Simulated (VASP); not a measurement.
The system is BaS.

```
Ba S
1.0
     0.00000    3.21180    3.21180
     3.21180    0.00000    3.21180
     3.21180    3.21180    0.00000
Ba S
1 1
Direct
  0.00000 0.00000 0.00000
  0.50000 0.50000 0.50000
```

Base run:

* Program: VASP 6.6.1
* Functional: r2SCAN
* Potentials or basis: VASP PAW PBE potentials, release 64 (Ba_sv, S)
* Cutoff: 520 eV
* k mesh: 6 × 6 × 6
* Occupations: gaussian, width 0.01 eV
* Spin: no spin polarisation

Its results: band gap on the k mesh 2.49 eV, indirect (least direct gap 2.63 eV); electronic dielectric tensor (diagonal) 4.44.

Question: The run is repeated on the same cell with these changes: functional from r2SCAN to PBE. What comes out?

Answer: Band gap on the k mesh 2.13 eV, indirect (least direct gap 2.28 eV); electronic dielectric tensor (diagonal) 4.88.

r2SCAN gives the wider gap, since meta-GGAs in the generalised Kohn-Sham scheme recover part of the derivative discontinuity.

Caveats: spin-orbit coupling is left out, which moves the levels of the heavy elements.

A k mesh can miss the band edges.
